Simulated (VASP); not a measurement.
# KCl (Fm-3m) in VASP: further runs, part 2 of 3

VASP 6.6.1.

## 3. Single point, LDA (32.70 Å³/atom)

This run uses another cell than the first one, of 32.70 Å³/atom.

INCAR reads:

```
ALGO = Normal
EDIFF = 1E-7
ENCUT = 520
GGA = CA
ISIF = 2
ISMEAR = -1
LASPH = True
LCHARG = True
LELF = True
LREAL = False
LVHAR = True
LWAVE = False
NBANDS = 15
NELM = 100
PREC = Accurate
SIGMA = 0.03
```

KPOINTS reads:

```
k-points
0
Gamma
  7 7 7
```

POSCAR reads:

```
KCl
1.0
    0.0000000000      3.1976323944      3.1976323944
    3.1976323944      0.0000000000      3.1976323944
    3.1976323944      3.1976323944      0.0000000000
K Cl
1 1
Direct
    0.0000000000      0.0000000000      0.0000000000
    0.5000000000      0.5000000000      0.5000000000
```

Potentials or basis: VASP PAW LDA potentials, release 64 (K_sv, Cl).

Launch:

```sh
> cat potpaw_LDA.64/K_sv/POTCAR potpaw_LDA.64/Cl/POTCAR > POTCAR
> mpirun -np 1 vasp_std > vasp.out
```

OUTCAR:

```text
EDIFF = 1E-7
   ENCUT = 520
   GGA = CA
   ISIF = 2
   ISMEAR = -1
   LASPH = True
   LREAL = False
   NELM = 100
   PREC = Accurate

 ion  position               nearest neighbor table
   1  0.000  0.000  0.000-   2 3.20   2 3.20   2 3.20   2 3.20   2 3.20   2 3.20
   2  0.500  0.500  0.500-   1 3.20   1 3.20   1 3.20   1 3.20   1 3.20   1 3.20

  LATTYP: Found a face centered cubic cell.
 ALAT       =     6.3952647888

  Lattice vectors:

 A1 = (   0.0000000000,   3.1976323944,   3.1976323944)
 A2 = (   3.1976323944,   0.0000000000,   3.1976323944)
 A3 = (   3.1976323944,   3.1976323944,   0.0000000000)

Analysis of symmetry for initial positions (statically):
=====================================================================
 Subroutine PRICEL returns:
 Original cell was already a primitive cell.

 Routine SETGRP: Setting up the symmetry group for a
 face centered cubic supercell.

 Subroutine GETGRP returns: Found 48 space group operations
 (whereof 48 operations were pure point group operations)
 out of a pool of 48 trial point group operations.

The static configuration has the point symmetry O_h .

Analysis of symmetry for dynamics (positions and initial velocities):
=====================================================================
 Subroutine PRICEL returns:
 Original cell was already a primitive cell.

 Routine SETGRP: Setting up the symmetry group for a
 face centered cubic supercell.

 Subroutine GETGRP returns: Found 48 space group operations
 (whereof 48 operations were pure point group operations)
 out of a pool of 48 trial point group operations.

The dynamic configuration has the point symmetry O_h .

 Subroutine INISYM returns: Found 48 space group operations
 (whereof 48 operations are pure point group operations),
 and found     1 'primitive' translations

----------------------------------------------------------------------------------------

                                     Primitive cell

  volume of cell :      65.3906

  direct lattice vectors                    reciprocal lattice vectors
     0.000000000  3.197632394  3.197632394    -0.156365691  0.156365691  0.156365691
     3.197632394  0.000000000  3.197632394     0.156365691 -0.156365691  0.156365691
     3.197632394  3.197632394  0.000000000     0.156365691  0.156365691 -0.156365691

  length of vectors
     4.522135100  4.522135100  4.522135100     0.270833322  0.270833322  0.270833322

  position of ions in fractional coordinates (direct lattice)
     0.000000000  0.000000000  0.000000000
     0.500000000  0.500000000  0.500000000

  ion indices of the primitive-cell ions
   primitive index   ion index
                 1           1
                 2           2

----------------------------------------------------------------------------------------

 KPOINTS: k-points

Automatic generation of k-mesh.
 Grid dimensions read from file:
 generate k-points for:    7    7    7

 Generating k-lattice:

  Cartesian coordinates                     Fractional coordinates (reciprocal lattice)
[... 21 lines left out ...]
  0.142857  0.142857  0.000000      6.000000
  0.285714  0.142857  0.000000     24.000000
[... 12 lines left out ...]
 -0.428571  0.428571  0.142857     24.000000
 -0.285714  0.428571  0.142857     24.000000
   k-points           NKPTS =     20   k-points in BZ     NKDIM =     20   number of bands    NBANDS=     15
   number of dos      NEDOS =    301   number of ions     NIONS =      2
   total plane-waves  NPLWV =  46656
   dimension x,y,z NGX =    36 NGY =   36 NGZ =   36
   dimension x,y,z NGXF=    72 NGYF=   72 NGZF=   72
   ions per type =               1   1
   NGX,Y,Z   is equivalent  to a cutoff of  13.23, 13.23, 13.23 a.u.
   NGXF,Y,Z  is equivalent  to a cutoff of  26.47, 26.47, 26.47 a.u.
 SYSTEM =  unknown system
   PREC   = accura    normal or accurate (medium, high low for compatibility)
   ISTART =      0    job   : 0-new  1-cont  2-samecut
   ICHARG =      2    charge: 1-file 2-atom 10-const
   ISPIN  =      1    spin polarized calculation?
   LNONCOLLINEAR =      F non collinear calculations
   LSORBIT =      F    spin-orbit coupling
   LASPH  =      T    aspherical Exc in radial PAW
   ENCUT  =  520.0 eV  38.22 Ry    6.18 a.u.   8.41  8.41  8.41*2*pi/ulx,y,z
   NELM   =    100;   NELMIN=  2; NELMDL= -5     # of ELM steps
   EDIFF  = 0.1E-06   stopping-criterion for ELM
   LREAL  =      F    real-space projection
   EDIFFG = 0.1E-05   stopping-criterion for IOM
   NSW    =      0    number of steps for IOM
   IBRION =     -1    ionic relax: 0-MD 1-quasi-New 2-CG
   NFREE  =      0    steps in history (QN), initial steepest desc. (CG)
   ISIF   =      2    stress and relaxation
   ISYM   =      2    0-nonsym 1-usesym 2-fastsym
   POTIM  = 0.5000    time-step for ionic-motion
   TEBEG  =    0.0;   TEEND  =   0.0 temperature during run
   PSTRESS=    0.0 pullay stress
   NELECT =      16.0000    total number of electrons
   NUPDOWN=      -1.0000    fix difference up-down
   EMIN   =  10.00;   EMAX   =-10.00  energy-range for DOS
   EFERMI =   0.00;   METHOD = LEGACY
   ISMEAR =    -1;   SIGMA  =   0.03  broadening in eV -4-tet -1-fermi 0-gaus
   EFERMI_NEDOS =   21; number of points for ismear=-14 and -15
   IALGO  =     38    algorithm
   IMIX   =      4    mixing-type and parameters
     AMIX     =   0.40;   BMIX     =  1.00
     AMIX_MAG =   1.60;   BMIX_MAG =  1.00
  volume/ion in A,a.u.               =      32.70       220.64
  Fermi-wavevector in a.u.,A,eV,Ry     =   1.023944  1.934974 14.265188  1.048462
  Thomas-Fermi vector in A             =   2.157705
   LORBIT       =      0    0 simple, 1 ext, 2 COOP (PROOUT), +10 PAW based schemes
   GGA     = CA    functional components
   LHFCALC =     F    Hartree Fock is set to
   AEXX    =    0.0000 exact exchange contribution
   IVDW    =     0    specifies the selected vdW correction
   LEPSILON=     F    determine dielectric tensor
   LRPA    =     F    only Hartree local field effects (RPA)
 non-spin polarized calculation
  energy-cutoff  :      520.00
  volume of cell :       65.39
 maximum number of plane-waves:      1807
 NGX is ok and might be reduce to    36
   NGX = 17   NGY = 17   NGZ = 17

 number of electron      15.9999998 magnetization

 Free energy of the ion-electron system (eV)
  ---------------------------------------------------
  ext. energy  EPLUGINS =         0.00000000
  ---------------------------------------------------
  free energy    TOTEN  =        -7.32759714 eV

  energy without entropy =       -7.32759714  energy(sigma->0) =       -7.32759714

 E-fermi :  -1.5835     XC(G=0):  -7.9119

 val. band max:       -2.2705759955   @ k =   0.0000   0.0000   0.0000
 cond. band min:       2.3239498197   @ k =   0.0000   0.0000   0.0000
 fundamental gap:      4.5945258152
 Fermi energy:        -1.5834514373

 k-point     1 :       0.0000    0.0000    0.0000
  band No.  band energies     occupation
      1     -29.2182      2.00000
      2     -14.2433      2.00000
      3     -12.9144      2.00000
      4     -12.9144      2.00000
      5     -12.9144      2.00000
      6      -2.2706      2.00000
      7      -2.2706      2.00000
      8      -2.2706      2.00000
      9       2.3239      0.00000
     10       5.7889      0.00000
     11       5.7889      0.00000
     12       5.7889      0.00000
     13       6.6920      0.00000
     14       6.6920      0.00000
[... 329 lines left out ...]
      2     -14.2541      2.00000
      3     -13.0095      2.00000
      4     -12.9770      2.00000
      5     -12.8300      2.00000
      6      -2.8469      2.00000
      7      -2.7806      2.00000
      8      -2.6276      2.00000
      9       5.0462      0.00000
     10       5.7043      0.00000
     11       6.6724      0.00000
     12       7.1579      0.00000
     13       8.7202      0.00000
     14       8.7908      0.00000
     15       9.5090      0.00000

------------------------ aborting loop because EDIFF is reached ----------------------------------------

  FORCE on cell =-STRESS in cart. coord.  units (eV):
  Direction    XX          YY          ZZ          XY          YZ          ZX
  --------------------------------------------------------------------------------------
  -------------------------------------------------------------------------------------
  Total       -1.0229105     -1.0229105     -1.0229105      0.0000000     -0.0000000      0.0000000
  in kB      -25.0629748    -25.0629748    -25.0629748      0.0000000     -0.0000000      0.0000000
  external PRESSURE =     -25.0629748 kB  Pullay stress =       0.0000000 kB

 VOLUME and BASIS-vectors are now :
 -----------------------------------------------------------------------------
  energy-cutoff  :      520.00
  volume of cell :       65.39
      direct lattice vectors                 reciprocal lattice vectors
     0.000000000  3.197632394  3.197632394    -0.156365691  0.156365691  0.156365691
     3.197632394  0.000000000  3.197632394     0.156365691 -0.156365691  0.156365691
     3.197632394  3.197632394  0.000000000     0.156365691  0.156365691 -0.156365691

 POSITION                                       TOTAL-FORCE (eV/Angst)
 -----------------------------------------------------------------------------------
      0.00000      0.00000      0.00000        -0.000000     -0.000000     -0.000000
      3.19763      3.19763      3.19763         0.000000      0.000000      0.000000
 -----------------------------------------------------------------------------------
    total drift:                                0.000000      0.000000      0.000000

  FREE ENERGIE OF THE ION-ELECTRON SYSTEM (eV)
  ---------------------------------------------------
  free  energy   TOTEN  =        -7.3275971421 eV

  energy  without entropy=       -7.3275971421  energy(sigma->0) =       -7.32759714
```

OSZICAR:

```text
N       E                     dE             d eps       ncg     rms          rms(c)
DAV:   1     0.110377160354E+03    0.11038E+03   -0.69556E+03   600   0.954E+02
DAV:   2    -0.433887101570E+00   -0.11081E+03   -0.10203E+03   790   0.258E+02
DAV:   3    -0.740786325939E+01   -0.69740E+01   -0.69421E+01   796   0.539E+01
DAV:   4    -0.763706880577E+01   -0.22921E+00   -0.22910E+00   967   0.964E+00
DAV:   5    -0.763894159625E+01   -0.18728E-02   -0.18728E-02   817   0.941E-01    0.319E+00
DAV:   6    -0.735752360050E+01    0.28142E+00   -0.38829E-01   761   0.320E+00    0.255E+00
DAV:   7    -0.732825332606E+01    0.29270E-01   -0.60913E-02   831   0.152E+00    0.152E+00
DAV:   8    -0.732745705677E+01    0.79627E-03   -0.11568E-02   855   0.789E-01    0.234E-01
DAV:   9    -0.732745848981E+01   -0.14330E-05   -0.63828E-04   792   0.147E-01    0.839E-02
DAV:  10    -0.732759521550E+01   -0.13673E-03   -0.91713E-05   671   0.734E-02    0.167E-02
DAV:  11    -0.732759656823E+01   -0.13527E-05   -0.40609E-06   894   0.152E-02    0.768E-03
DAV:  12    -0.732759711083E+01   -0.54260E-06   -0.16017E-06   719   0.885E-03    0.228E-03
DAV:  13    -0.732759714210E+01   -0.31264E-07   -0.23630E-07   719   0.357E-03
   1 F= -.73275971E+01 E0= -.73275971E+01  d E =-.393570E-11
```

Wall time 37 s (1 thread of AMD EPYC 7R13, shared host); peak memory 0.15 GiB.

What came out:

| Property | Result |
| --- | --- |
| Free energy | -7.3276 eV |
| Pressure | -2.5 GPa |
| Band gap on the k mesh | 4.59 eV |

Caveat: an odd mesh through Γ misses points on the zone boundary, where band edges can lie.

(Part 2 of 3 ends here.)
